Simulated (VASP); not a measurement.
# MoS2 in VASP: notebook

Runs on MoS2. Level: PBE. Tasks: single point.

Program: VASP 6.6.1. These are calculated values, not measurements. Logs are shortened: lines on timing, memory, paths and dates and some standing lists are left out, and cuts for length are marked.

### Step 1. The cell of the first run

The cell holds a slab with vacuum, 3 atoms: a = 3.185 Å, b = 3.185 Å, c = 16.102 Å, α = 90.00°, β = 90.00°, γ = 120.00°.

### Step 2. Single point, PBE

INCAR reads:

```
SYSTEM = MoS2
ALGO     = Normal         ! electronic algorithm
EDIFF    = 1E-6           ! SCF threshold, eV
ENCUT    = 520            ! plane-wave cutoff, eV
GGA      = PE             ! functional
ISIF     = 2              ! what is computed and relaxed
ISMEAR   = 0              ! smearing method
LASPH    = .TRUE.         ! aspherical terms in the spheres
LCHARG   = .TRUE.         ! write CHGCAR
LELF     = .TRUE.         ! ELF
LREAL    = .FALSE.        ! projectors in reciprocal space
LVHAR    = .TRUE.       
LWAVE    = .FALSE.        ! write WAVECAR
NBANDS   = 20             ! bands
NELM     = 100            ! most SCF steps
PREC     = Accurate       ! precision mode
SIGMA    = 0.05           ! smearing width, eV
```

KPOINTS reads:

```
k-points
0
G
  24 24 1
  0 0 0
```

POSCAR reads:

```
MoS2
1.0
    3.1845414600      0.0000000000      0.0000000000
   -1.5922707300      2.7578938000      0.0000000000
    0.0000000000      0.0000000000     16.1015651600
Mo S
1 2
Direct
    0.0000000000      0.0000000000      0.5000000000
    0.3333333300      0.6666666700      0.5963488300
    0.3333333300      0.6666666700      0.4036511700
```

Potentials or basis: VASP PAW PBE potentials, release 64 (Mo_sv, S).

Command:

```bash
cat potpaw_PBE.64/Mo_sv/POTCAR potpaw_PBE.64/S/POTCAR > POTCAR
mpirun -np 1 vasp_std > vasp.out
```

OUTCAR:

```text
SYSTEM = MoS2
   EDIFF = 1E-6
   ENCUT = 520
   GGA = PE
   ISIF = 2
   ISMEAR = 0
   LASPH = .TRUE.
   LREAL = .FALSE.
   NELM = 100
   PREC = Accurate

 ion  position               nearest neighbor table
   1  0.000  0.000  0.500-   2 2.41   3 2.41   2 2.41   3 2.41   2 2.41   3 2.41
   2  0.333  0.667  0.596-   1 2.41   1 2.41   1 2.41
   3  0.333  0.667  0.404-   1 2.41   1 2.41   1 2.41

  LATTYP: Found a hexagonal cell.
 ALAT       =     3.1845414600
 C/A-ratio  =     5.0561643999

  Lattice vectors:

 A1 = (   3.1845414600,   0.0000000000,   0.0000000000)
 A2 = (  -1.5922707300,   2.7578938000,   0.0000000000)
 A3 = (   0.0000000000,   0.0000000000,  16.1015651600)

Analysis of symmetry for initial positions (statically):
=====================================================================
 Subroutine PRICEL returns:
 Original cell was already a primitive cell.

 Routine SETGRP: Setting up the symmetry group for a
 hexagonal supercell.

 Subroutine GETGRP returns: Found 12 space group operations
 (whereof 12 operations were pure point group operations)
 out of a pool of 24 trial point group operations.

The static configuration has the point symmetry D_3h.

Analysis of symmetry for dynamics (positions and initial velocities):
=====================================================================
 Subroutine PRICEL returns:
 Original cell was already a primitive cell.

 Routine SETGRP: Setting up the symmetry group for a
 hexagonal supercell.

 Subroutine GETGRP returns: Found 12 space group operations
 (whereof 12 operations were pure point group operations)
 out of a pool of 24 trial point group operations.

The dynamic configuration has the point symmetry D_3h.

 Subroutine INISYM returns: Found 12 space group operations
 (whereof 12 operations are pure point group operations),
 and found     1 'primitive' translations

----------------------------------------------------------------------------------------

                                     Primitive cell

  volume of cell :     141.4140

  direct lattice vectors                    reciprocal lattice vectors
     3.184541460  0.000000000  0.000000000     0.314016951  0.181297772  0.000000000
    -1.592270730  2.757893800  0.000000000     0.000000000  0.362595543  0.000000000
     0.000000000  0.000000000 16.101565160     0.000000000  0.000000000  0.062105764

  length of vectors
     3.184541460  3.184541457 16.101565160     0.362595543  0.362595543  0.062105764

  position of ions in fractional coordinates (direct lattice)
     0.000000000  0.000000000  0.500000000
     0.333333330  0.666666670  0.596348830
     0.333333330  0.666666670  0.403651170

  ion indices of the primitive-cell ions
   primitive index   ion index
                 1           1
                 2           2
                 3           3

----------------------------------------------------------------------------------------

 KPOINTS: k-points

Automatic generation of k-mesh.
 Grid dimensions read from file:
 generate k-points for:   24   24    1

 Generating k-lattice:

  Cartesian coordinates                     Fractional coordinates (reciprocal lattice)
     0.013084040  0.007554074  0.000000000     0.041666667  0.000000000  0.000000000
     0.000000000  0.015108148  0.000000000     0.000000000  0.041666667  0.000000000
     0.000000000  0.000000000  0.062105764     0.000000000  0.000000000  1.000000000

  Length of vectors
     0.015108148  0.015108148  0.062105764

  Shift w.r.t. Gamma in fractional coordinates (k-lattice)
     0.000000000  0.000000000  0.000000000

 Subroutine IBZKPT returns following result:
 ===========================================

 Found     61 irreducible k-points:

 Following reciprocal coordinates:
            Coordinates               Weight
  0.000000  0.000000  0.000000      1.000000
  0.041667 -0.000000  0.000000      6.000000
  0.083333  0.000000  0.000000      6.000000
  0.125000 -0.000000  0.000000      6.000000
  0.166667 -0.000000  0.000000      6.000000
  0.208333 -0.000000  0.000000      6.000000
[... 16 lines left out ...]
  0.416667  0.041667  0.000000     12.000000
  0.458333  0.041667  0.000000     12.000000
 [... further k-points ...]
   k-points           NKPTS =     61   k-points in BZ     NKDIM =     61   number of bands    NBANDS=     20
   number of dos      NEDOS =    301   number of ions     NIONS =      3
   total plane-waves  NPLWV =  69120
   dimension x,y,z NGX =    24 NGY =   24 NGZ =  120
   dimension x,y,z NGXF=    48 NGYF=   48 NGZF=  240
   ions per type =               1   2
   NGX,Y,Z   is equivalent  to a cutoff of  12.53, 12.53, 12.39 a.u.
   NGXF,Y,Z  is equivalent  to a cutoff of  25.06, 25.06, 24.78 a.u.
 SYSTEM =  MoS2
   PREC   = accura    normal or accurate (medium, high low for compatibility)
   ISTART =      0    job   : 0-new  1-cont  2-samecut
   ICHARG =      2    charge: 1-file 2-atom 10-const
   ISPIN  =      1    spin polarized calculation?
   LNONCOLLINEAR =      F non collinear calculations
   LSORBIT =      F    spin-orbit coupling
   LASPH  =      T    aspherical Exc in radial PAW
   ENCUT  =  520.0 eV  38.22 Ry    6.18 a.u.   5.92  5.92 29.94*2*pi/ulx,y,z
   NELM   =    100;   NELMIN=  2; NELMDL= -5     # of ELM steps
   EDIFF  = 0.1E-05   stopping-criterion for ELM
   LREAL  =      F    real-space projection
   EDIFFG = 0.1E-04   stopping-criterion for IOM
   NSW    =      0    number of steps for IOM
   IBRION =     -1    ionic relax: 0-MD 1-quasi-New 2-CG
   NFREE  =      0    steps in history (QN), initial steepest desc. (CG)
   ISIF   =      2    stress and relaxation
   ISYM   =      2    0-nonsym 1-usesym 2-fastsym
   POTIM  = 0.5000    time-step for ionic-motion
   TEBEG  =    0.0;   TEEND  =   0.0 temperature during run
   PSTRESS=    0.0 pullay stress
   NELECT =      26.0000    total number of electrons
   NUPDOWN=      -1.0000    fix difference up-down
   EMIN   =  10.00;   EMAX   =-10.00  energy-range for DOS
   EFERMI =   0.00;   METHOD = LEGACY
   ISMEAR =     0;   SIGMA  =   0.05  broadening in eV -4-tet -1-fermi 0-gaus
   EFERMI_NEDOS =   21; number of points for ismear=-14 and -15
   IALGO  =     38    algorithm
   IMIX   =      4    mixing-type and parameters
     AMIX     =   0.40;   BMIX     =  1.00
     AMIX_MAG =   1.60;   BMIX_MAG =  1.00
  volume/ion in A,a.u.               =      47.14       318.10
  Fermi-wavevector in a.u.,A,eV,Ry     =   0.930897  1.759141 11.790397  0.866570
  Thomas-Fermi vector in A             =   2.057334
   LORBIT       =      0    0 simple, 1 ext, 2 COOP (PROOUT), +10 PAW based schemes
   GGA     = PE    functional components
   LHFCALC =     F    Hartree Fock is set to
   AEXX    =    0.0000 exact exchange contribution
   IVDW    =     0    specifies the selected vdW correction
   LEPSILON=     F    determine dielectric tensor
   LRPA    =     F    only Hartree local field effects (RPA)
 non-spin polarized calculation
 Gauss-broadening in eV      SIGMA  =   0.05
  energy-cutoff  :      520.00
  volume of cell :      141.41
 maximum number of plane-waves:      3837
 NGX is ok and might be reduce to    24
   NGX = 11   NGY = 11   NGZ = 59

 number of electron      25.9999999 magnetization

 Free energy of the ion-electron system (eV)
  ---------------------------------------------------
  ext. energy  EPLUGINS =         0.00000000
  ---------------------------------------------------
  free energy    TOTEN  =       -21.85072571 eV

  energy without entropy =      -21.85072571  energy(sigma->0) =      -21.85072571

 E-fermi :  -0.8003     XC(G=0):  -4.7320

 val. band max:       -1.0560635402   @ k =   0.0000   0.0000   0.0000
 cond. band min:       0.5405550236   @ k =   0.3333   0.3333   0.0000
 fundamental gap:      1.5966185638
 Fermi energy:        -0.8003219612

 k-point     1 :       0.0000    0.0000    0.0000
  band No.  band energies     occupation
      1     -61.9568      2.00000
      2     -36.0980      2.00000
      3     -35.8982      2.00000
      4     -35.8982      2.00000
      5     -15.1947      2.00000
      6     -13.8576      2.00000
[... 12 lines left out ...]
     19       4.6526      0.00000
     20       5.1238      0.00000

 k-point     2 :       0.0417   -0.0000    0.0000
  band No.  band energies     occupation
      1     -61.9562      2.00000
      2     -36.0967      2.00000
      3     -35.9047      2.00000
      4     -35.8997      2.00000
      5     -15.1688      2.00000
      6     -13.8473      2.00000
[... 12 lines left out ...]
     19       4.6865      0.00000
     20       5.2369      0.00000

 k-point     3 :       0.0833    0.0000    0.0000
  band No.  band energies     occupation
      1     -61.9543      2.00000
      2     -36.0930      2.00000
      3     -35.9237      2.00000
      4     -35.9040      2.00000
      5     -15.0923      2.00000
      6     -13.8167      2.00000
[... 12 lines left out ...]
     19       4.7869      0.00000
     20       5.5486      0.00000

 k-point     4 :       0.1250   -0.0000    0.0000
  band No.  band energies     occupation
      1     -61.9514      2.00000
      2     -36.0871      2.00000
      3     -35.9539      2.00000
      4     -35.9109      2.00000
      5     -14.9681      2.00000
      6     -13.7671      2.00000
[... 12 lines left out ...]
     19       4.9509      0.00000
     20       5.9483      0.00000

 k-point     5 :       0.1667   -0.0000    0.0000
  band No.  band energies     occupation
      1     -61.9475      2.00000
      2     -36.0794      2.00000
      3     -35.9929      2.00000
      4     -35.9198      2.00000
      5     -14.8013      2.00000
      6     -13.7006      2.00000
[... 12 lines left out ...]
     19       5.1744      0.00000
     20       6.2774      0.00000

 k-point     6 :       0.2083   -0.0000    0.0000
  band No.  band energies     occupation
      1     -61.9430      2.00000
      2     -36.0704      2.00000
      3     -36.0381      2.00000
      4     -35.9302      2.00000
      5     -14.5992      2.00000
      6     -13.6203      2.00000
[... 12 lines left out ...]
     19       5.4510      0.00000
     20       6.5517      0.00000

 k-point     7 :       0.2500   -0.0000    0.0000
  band No.  band energies     occupation
      1     -61.9382      2.00000
      2     -36.0862      2.00000
      3     -36.0607      2.00000
      4     -35.9413      2.00000
      5     -14.3714      2.00000
      6     -13.5303      2.00000
[... 12 lines left out ...]
     19       5.7697      0.00000
     20       6.8164      0.00000
[... 277 lines left out ...]
 k-point    20 :       0.2917    0.0417    0.0000
  band No.  band energies     occupation
      1     -61.9308      2.00000
      2     -36.1568      2.00000
      3     -36.0458      2.00000
      4     -35.9609      2.00000
      5     -13.9958      2.00000
      6     -13.3833      2.00000
[... 12 lines left out ...]
     19       6.3025      0.00000
     20       7.0712      0.00000

 k-point    21 :       0.3333    0.0417    0.0000
  band No.  band energies     occupation
      1     -61.9266      2.00000
      2     -36.1973      2.00000
      3     -36.0374      2.00000
      4     -35.9708      2.00000
      5     -13.7652      2.00000
      6     -13.2949      2.00000
[... 12 lines left out ...]
     19       6.5899      0.00000
     20       6.6917      0.00000

 k-point    22 :       0.3750    0.0417    0.0000
  band No.  band energies     occupation
      1     -61.9232      2.00000
      2     -36.2302      2.00000
      3     -36.0305      2.00000
      4     -35.9790      2.00000
      5     -13.5646      2.00000
      6     -13.2193      2.00000
[... 12 lines left out ...]
     19       6.7727      0.00000
     20       6.8029      0.00000

 k-point    23 :       0.4167    0.0417    0.0000
  band No.  band energies     occupation
      1     -61.9208      2.00000
      2     -36.2534      2.00000
      3     -36.0256      2.00000
      4     -35.9847      2.00000
      5     -13.4149      2.00000
      6     -13.1640      2.00000
[... 12 lines left out ...]
     19       6.8891      0.00000
     20       7.0646      0.00000

 k-point    24 :       0.4583    0.0417    0.0000
  band No.  band energies     occupation
      1     -61.9195      2.00000
      2     -36.2653      2.00000
      3     -36.0231      2.00000
      4     -35.9877      2.00000
      5     -13.3344      2.00000
      6     -13.1346      2.00000
[... 12 lines left out ...]
     19       6.9662      0.00000
     20       7.2447      0.00000

 [... further k-points ...]
[... 5 lines left out ...]
  --------------------------------------------------------------------------------------
  -------------------------------------------------------------------------------------
  Total        0.1933409      0.1933409      0.6026255      0.0000000     -0.0000000      0.0000000
  in kB        2.1904922      2.1904922      6.8275604      0.0000000     -0.0000000      0.0000000
  external PRESSURE =       3.7361816 kB  Pullay stress =       0.0000000 kB

 VOLUME and BASIS-vectors are now :
 -----------------------------------------------------------------------------
  energy-cutoff  :      520.00
  volume of cell :      141.41
      direct lattice vectors                 reciprocal lattice vectors
     3.184541460  0.000000000  0.000000000     0.314016951  0.181297772  0.000000000
    -1.592270730  2.757893800  0.000000000     0.000000000  0.362595543  0.000000000
     0.000000000  0.000000000 16.101565160     0.000000000  0.000000000  0.062105764

 POSITION                                       TOTAL-FORCE (eV/Angst)
 -----------------------------------------------------------------------------------
      0.00000      0.00000      8.05078        -0.000000      0.000000      0.000000
     -0.00000      1.83860      9.60215         0.000000     -0.000000      0.202065
     -0.00000      1.83860      6.49942         0.000000     -0.000000     -0.202065
 -----------------------------------------------------------------------------------
    total drift:                                0.000016     -0.000009      0.000000

  FREE ENERGIE OF THE ION-ELECTRON SYSTEM (eV)
  ---------------------------------------------------
  free  energy   TOTEN  =       -21.8507257076 eV

  energy  without entropy=      -21.8507257076  energy(sigma->0) =      -21.85072571
```

It took 4.6 min on 1 thread of Intel Xeon 8259CL, shared host; peak memory 0.34 GiB.

What came out:

* Free energy: -21.8507 eV
* Largest force: 0.202 eV/Å
* Band gap on the k mesh: 1.60 eV (least direct gap 1.66 eV)

Forces on the atoms (eV/Å):
```
Mo   0.000  0.000  0.000
S    0.000  0.000  0.202
S    0.000  0.000 -0.202
```

### Step 3. Single point, PBE, non-collinear spin, zero start, spin-orbit coupling

INCAR reads:

```
SYSTEM = MoS2
PREC = Accurate
ENCUT = 520
EDIFF = 1E-6
ISMEAR = 0
SIGMA = 0.05
LREAL = .FALSE.
LASPH = .TRUE.
NELM = 150
ALGO = Normal
ISIF = 2
LWAVE = .FALSE.
LCHARG = .FALSE.
MAGMOM = 0 0 0 0 0 0 0 0 0
LORBIT = 11
LSORBIT = .TRUE.
GGA_COMPAT = .FALSE.
LORBMOM = .TRUE.
LMAXMIX = 4
GGA = PE
NBANDS = 39
```

KPOINTS reads:

```
Automatic mesh
0
G
  24 24 1
  0 0 0
```

POSCAR is that of step 2.

Potentials or basis: VASP PAW PBE potentials, release 64 (Mo_sv, S).

Command:

```bash
cat potpaw_PBE.64/Mo_sv/POTCAR potpaw_PBE.64/S/POTCAR > POTCAR
mpirun -np 1 vasp_ncl > vasp.out
```

Run time: 24 min. Hardware: 1 thread of Oxide Virtual Turin-like, shared host; peak memory 1 GiB.

It converged, with:

- Free energy: -21.9491 eV
- Largest force: 0.204 eV/Å
- Net moment: 0.00 μB per cell
- Valence electrons inside the program's atomic spheres: Mo 12.45; S 3.71

Forces in eV/Å, atoms in the order of the input:
```
Mo   0.000  0.000  0.000
S    0.000  0.000  0.204
S    0.000  0.000 -0.204
```

Moments on the atoms (μB; x, y, z):
```
Mo  0.00 0.00 0.00
S   0.00 0.00 0.00
S   0.00 0.00 0.00
```
